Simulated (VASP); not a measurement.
# Li2H (P6_3/mmc) in VASP: notebook, part 2 of 2

VASP 6.6.1. Earlier steps stand in the parts before.

## 3. Single point, PBE

This run uses another cell than the first one, of 11.67 Å³/atom, 1.140 times its volume.

INCAR reads:

```
SYSTEM = Li2H
ALGO = Normal
EDIFF = 1E-6
ENCUT = 520
GGA = PE
ISIF = 2
ISMEAR = 0
LASPH = .True.
LCHARG = .False.
LREAL = .False.
LWAVE = .False.
NBANDS = 16
NELM = 60
PREC = Accurate
SIGMA = 0.1
```

KPOINTS reads:

```
k-points
0
Gamma
  15 15 4
  0 0 0
```

POSCAR reads:

```
Li2H
1.0
    2.8086224313      0.0000000000      0.0000000000
   -1.4043112156      2.4323383751      0.0000000000
    0.0000000000      0.0000000000     10.2458399619
Li H
4 2
Direct
    0.3333333333      0.6666666667      0.3720945128
    0.6666666667      0.3333333333      0.8720945128
    0.3333333333      0.6666666667      0.1279054872
    0.6666666667      0.3333333333      0.6279054872
    0.0000000000      0.0000000000      0.2500000000
    0.0000000000      0.0000000000      0.7500000000
```

Potentials or basis: VASP PAW PBE potentials, release 64 (Li_sv, H).

Launch:

```bash
$ cat potpaw_PBE.64/Li_sv/POTCAR potpaw_PBE.64/H/POTCAR > POTCAR
$ mpirun -np 1 vasp_std > vasp.out
```

OUTCAR:

```text
SYSTEM = Li2H
   EDIFF = 1E-6
   ENCUT = 520
   GGA = PE
   ISIF = 2
   ISMEAR = 0
   LASPH = .True.
   LREAL = .False.
   NELM = 60
   PREC = Accurate

 ion  position               nearest neighbor table
   1  0.333  0.667  0.372-   3 2.50
   2  0.667  0.333  0.872-   4 2.50
   3  0.333  0.667  0.128-   1 2.50
   4  0.667  0.333  0.628-   2 2.50
   5  0.000  0.000  0.250-
   6  0.000  0.000  0.750-

  LATTYP: Found a hexagonal cell.
 ALAT       =     2.8086224313
 C/A-ratio  =     3.6479947777

  Lattice vectors:

 A1 = (   2.8086224313,   0.0000000000,   0.0000000000)
 A2 = (  -1.4043112156,   2.4323383751,   0.0000000000)
 A3 = (   0.0000000000,   0.0000000000,  10.2458399619)

Analysis of symmetry for initial positions (statically):
=====================================================================
 Subroutine PRICEL returns:
 Original cell was already a primitive cell.

 Routine SETGRP: Setting up the symmetry group for a
 hexagonal supercell.

 Subroutine GETGRP returns: Found 24 space group operations
 (whereof 12 operations were pure point group operations)
 out of a pool of 24 trial point group operations.

The static configuration has the point symmetry D_3d.
 The point group associated with its full space group is D_6h.

Analysis of symmetry for dynamics (positions and initial velocities):
=====================================================================
 Subroutine PRICEL returns:
 Original cell was already a primitive cell.

 Routine SETGRP: Setting up the symmetry group for a
 hexagonal supercell.

 Subroutine GETGRP returns: Found 24 space group operations
 (whereof 12 operations were pure point group operations)
 out of a pool of 24 trial point group operations.

The dynamic configuration has the point symmetry D_3d.
 The point group associated with its full space group is D_6h.

 Subroutine INISYM returns: Found 24 space group operations
 (whereof 12 operations are pure point group operations),
 and found     1 'primitive' translations

----------------------------------------------------------------------------------------

                                     Primitive cell

  volume of cell :      69.9947

  direct lattice vectors                    reciprocal lattice vectors
     2.808622431  0.000000000  0.000000000     0.356046434  0.205563504  0.000000000
    -1.404311216  2.432338375  0.000000000     0.000000000  0.411127009  0.000000000
     0.000000000  0.000000000 10.245839962     0.000000000  0.000000000  0.097600588

  length of vectors
     2.808622431  2.808622431 10.245839962     0.411127009  0.411127009  0.097600588

  position of ions in fractional coordinates (direct lattice)
     0.333333333  0.666666667  0.372094513
     0.666666667  0.333333333  0.872094513
     0.333333333  0.666666667  0.127905487
     0.666666667  0.333333333  0.627905487
     0.000000000  0.000000000  0.250000000
     0.000000000  0.000000000  0.750000000

[... 23 lines left out ...]

  Length of vectors
     0.027408467  0.027408467  0.024400147

  Shift w.r.t. Gamma in fractional coordinates (k-lattice)
     0.000000000  0.000000000  0.000000000

 Subroutine IBZKPT returns following result:
 ===========================================

 Found     81 irreducible k-points:

 Following reciprocal coordinates:
            Coordinates               Weight
  0.000000  0.000000  0.000000      1.000000
  0.066667 -0.000000  0.000000      6.000000
  0.133333 -0.000000  0.000000      6.000000
  0.200000 -0.000000  0.000000      6.000000
  0.266667 -0.000000  0.000000      6.000000
  0.333333 -0.000000  0.000000      6.000000
[... 16 lines left out ...]
  0.333333  0.200000  0.000000     12.000000
  0.400000  0.200000  0.000000      6.000000
 [... further k-points ...]
   k-points           NKPTS =     81   k-points in BZ     NKDIM =     81   number of bands    NBANDS=     16
   number of dos      NEDOS =    301   number of ions     NIONS =      6
   total plane-waves  NPLWV =  46080
   dimension x,y,z NGX =    24 NGY =   24 NGZ =   80
   dimension x,y,z NGXF=    48 NGYF=   48 NGZF=  160
   ions per type =               4   2
   NGX,Y,Z   is equivalent  to a cutoff of  14.21, 14.21, 12.98 a.u.
   NGXF,Y,Z  is equivalent  to a cutoff of  28.41, 28.41, 25.96 a.u.
 SYSTEM =  Li2H
   PREC   = accura    normal or accurate (medium, high low for compatibility)
   ISTART =      0    job   : 0-new  1-cont  2-samecut
   ICHARG =      2    charge: 1-file 2-atom 10-const
   ISPIN  =      1    spin polarized calculation?
   LNONCOLLINEAR =      F non collinear calculations
   LSORBIT =      F    spin-orbit coupling
   LASPH  =      T    aspherical Exc in radial PAW
   ENCUT  =  520.0 eV  38.22 Ry    6.18 a.u.   5.22  5.22 19.05*2*pi/ulx,y,z
   NELM   =     60;   NELMIN=  2; NELMDL= -5     # of ELM steps
   EDIFF  = 0.1E-05   stopping-criterion for ELM
   LREAL  =      F    real-space projection
   EDIFFG = 0.1E-04   stopping-criterion for IOM
   NSW    =      0    number of steps for IOM
   IBRION =     -1    ionic relax: 0-MD 1-quasi-New 2-CG
   NFREE  =      0    steps in history (QN), initial steepest desc. (CG)
   ISIF   =      2    stress and relaxation
   ISYM   =      2    0-nonsym 1-usesym 2-fastsym
   POTIM  = 0.5000    time-step for ionic-motion
   TEBEG  =    0.0;   TEEND  =   0.0 temperature during run
   PSTRESS=    0.0 pullay stress
   NELECT =      14.0000    total number of electrons
   NUPDOWN=      -1.0000    fix difference up-down
   EMIN   =  10.00;   EMAX   =-10.00  energy-range for DOS
   EFERMI =   0.00;   METHOD = LEGACY
   ISMEAR =     0;   SIGMA  =   0.10  broadening in eV -4-tet -1-fermi 0-gaus
   EFERMI_NEDOS =   21; number of points for ismear=-14 and -15
   IALGO  =     38    algorithm
   IMIX   =      4    mixing-type and parameters
     AMIX     =   0.40;   BMIX     =  1.00
     AMIX_MAG =   1.60;   BMIX_MAG =  1.00
  volume/ion in A,a.u.               =      11.67        78.72
  Fermi-wavevector in a.u.,A,eV,Ry     =   0.957405  1.809234 12.471441  0.916625
  Thomas-Fermi vector in A             =   2.086420
   LORBIT       =      0    0 simple, 1 ext, 2 COOP (PROOUT), +10 PAW based schemes
   GGA     = PE    functional components
   LHFCALC =     F    Hartree Fock is set to
   AEXX    =    0.0000 exact exchange contribution
   IVDW    =     0    specifies the selected vdW correction
   LEPSILON=     F    determine dielectric tensor
   LRPA    =     F    only Hartree local field effects (RPA)
 non-spin polarized calculation
 Gauss-broadening in eV      SIGMA  =   0.10
  energy-cutoff  :      520.00
  volume of cell :       69.99
 maximum number of plane-waves:      1903
 NGX is ok and might be reduce to    24
   NGX = 11   NGY = 11   NGZ = 39

 number of electron      14.0000004 magnetization

 Free energy of the ion-electron system (eV)
  ---------------------------------------------------
  ext. energy  EPLUGINS =         0.00000000
  ---------------------------------------------------
  free energy    TOTEN  =       -15.56817052 eV

  energy without entropy =      -15.56430519  energy(sigma->0) =      -15.56623786

 E-fermi :   1.9209     XC(G=0):  -7.8327

 val. band max:        1.8775090447   @ k =   0.2667   0.2000   0.0000
 cond. band min:       1.9952172041   @ k =   0.2000   0.2000   0.2500
 fundamental gap:      0.1177081595
 Fermi energy:         1.9209129080

 k-point     1 :       0.0000    0.0000    0.0000
  band No.  band energies     occupation
      1     -45.0450      2.00000
      2     -45.0366      2.00000
      3     -45.0179      2.00000
      4     -45.0096      2.00000
      5      -5.2846      2.00000
      6      -5.1656      2.00000
[... 433 lines left out ...]
      3     -44.9818      2.00000
      4     -44.9803      2.00000
      5      -1.9544      2.00000
      6      -1.8166      2.00000
[... 8 lines left out ...]
     15       7.6043      0.00000
     16       8.9534      0.00000

 [... further k-points ...]
[... 5 lines left out ...]
  --------------------------------------------------------------------------------------
  -------------------------------------------------------------------------------------
  Total       -0.0677618     -0.0677618     -0.0589255     -0.0000000      0.0000000      0.0000000
  in kB       -1.5510678     -1.5510678     -1.3488047     -0.0000000      0.0000000      0.0000000
  external PRESSURE =      -1.4836468 kB  Pullay stress =       0.0000000 kB

 VOLUME and BASIS-vectors are now :
 -----------------------------------------------------------------------------
  energy-cutoff  :      520.00
  volume of cell :       69.99
      direct lattice vectors                 reciprocal lattice vectors
     2.808622431  0.000000000  0.000000000     0.356046434  0.205563504  0.000000000
    -1.404311216  2.432338375  0.000000000     0.000000000  0.411127009  0.000000000
     0.000000000  0.000000000 10.245839962     0.000000000  0.000000000  0.097600588

 POSITION                                       TOTAL-FORCE (eV/Angst)
 -----------------------------------------------------------------------------------
     -0.00000      1.62156      3.81242        -0.000000     -0.000000     -0.002729
      1.40431      0.81078      8.93534         0.000000      0.000000     -0.002729
     -0.00000      1.62156      1.31050        -0.000000     -0.000000      0.002729
      1.40431      0.81078      6.43342         0.000000      0.000000      0.002729
      0.00000      0.00000      2.56146        -0.000000      0.000000     -0.000000
      0.00000      0.00000      7.68438        -0.000000      0.000000      0.000000
 -----------------------------------------------------------------------------------
    total drift:                                0.000000      0.000000     -0.000000

  FREE ENERGIE OF THE ION-ELECTRON SYSTEM (eV)
  ---------------------------------------------------
  free  energy   TOTEN  =       -15.5681705242 eV

  energy  without entropy=      -15.5643051894  energy(sigma->0) =      -15.56623786
```

OSZICAR:

```text
N       E                     dE             d eps       ncg     rms          rms(c)
DAV:   1     0.576422085758E+02    0.57642E+02   -0.61440E+03  2592   0.894E+02
DAV:   2    -0.228261041774E+01   -0.59925E+02   -0.57119E+02  3096   0.218E+02
DAV:   3    -0.158580079143E+02   -0.13575E+02   -0.13419E+02  5120   0.522E+01
DAV:   4    -0.161138035232E+02   -0.25580E+00   -0.25575E+00  3096   0.131E+01
DAV:   5    -0.161210956286E+02   -0.72921E-02   -0.72918E-02  4392   0.162E+00    0.397E+00
DAV:   6    -0.156866654673E+02    0.43443E+00   -0.25866E-01  3472   0.187E+00    0.191E+00
DAV:   7    -0.155621234397E+02    0.12454E+00   -0.33603E-01  3688   0.218E+00    0.345E-01
DAV:   8    -0.155693082808E+02   -0.71848E-02   -0.33622E-02  3304   0.896E-01    0.188E-01
DAV:   9    -0.155681316635E+02    0.11766E-02   -0.24781E-03  3672   0.222E-01    0.492E-02
DAV:  10    -0.155682118307E+02   -0.80167E-04   -0.48279E-04  3680   0.104E-01    0.412E-02
DAV:  11    -0.155681777686E+02    0.34062E-04   -0.74105E-05  3432   0.347E-02    0.645E-03
DAV:  12    -0.155681697222E+02    0.80464E-05   -0.37659E-06  3720   0.103E-02    0.193E-03
DAV:  13    -0.155681705242E+02   -0.80204E-06   -0.31273E-07  2360   0.335E-03
   1 F= -.15568171E+02 E0= -.15566238E+02  d E =-.386533E-02
```

stdout:

```text
POSCAR found type information on POSCAR LiH
 POSCAR found :  2 types and       6 ions
 scaLAPACK will be used
 LDA part: xc-table for (Slater+PW92), standard interpolation
 POSCAR, INCAR and KPOINTS ok, starting setup
 FFT: planning ... GRIDC
 FFT: planning ... GRID_SOFT
 FFT: planning ... GRID
 WAVECAR not read
 entering main loop
```

Run time: 82 s. Hardware: 1 thread of Intel Xeon Platinum 8259CL at 2.50GHz (Skylake/Cascade Lake), shared host; peak memory 0.23 GiB.

Results:

* Free energy: -15.5682 eV
* Band gap on the k mesh: zero (band 7 reaches 3.34 eV, above the bottom of band 8 at -0.83 eV)

Forces in eV/Å, atoms in the order of the input:
```
Li   0.000  0.000 -0.003
Li   0.000  0.000 -0.003
Li   0.000  0.000  0.003
Li   0.000  0.000  0.003
H    0.000  0.000  0.000
H    0.000  0.000  0.000
```

Caveat: the cutoff is under 1.25 times the usual one of these potentials, so pressure, stress and relaxed cells hold a basis-set (Pulay) error.
